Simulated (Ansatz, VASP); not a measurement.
# One calculation of C, two programs

```xyz
2
Lattice="0.0000 1.7834 1.7834 1.7834 0.0000 1.7834 1.7834 1.7834 0.0000" Properties=species:S:1:pos:R:3 pbc="T T T"
C     1.7834    1.7834    1.7834
C     2.6751    2.6751    2.6751
```

Alike in both runs: task electric field gradients; functional LDA; k mesh 20 × 20 × 20; occupations fermi-dirac, width 0.08 eV; no spin polarisation.

|  | VASP | Ansatz |
| --- | --- | --- |
| version | VASP 6.6.1 | Ansatz 0.2.0 |
| potentials or method | VASP PAW LDA potentials, release 64 (C) | PAW with Ansatz's default frozen-core files, scalar-relativistic |
| plane-wave cutoff (eV) | 520 | 420 |
| valence electrons in the cell | 8 | 8 |

```tsv
	VASP	Ansatz	Ansatz less VASP
gap on the k mesh at the Fermi level (eV)	4.10	4.11	+0.005
pressure (GPa)	-11.7	-13.1	-1.47
```

LDA's correlation is that of Perdew and Zunger in VASP and of Perdew and Wang (1992) in Ansatz.
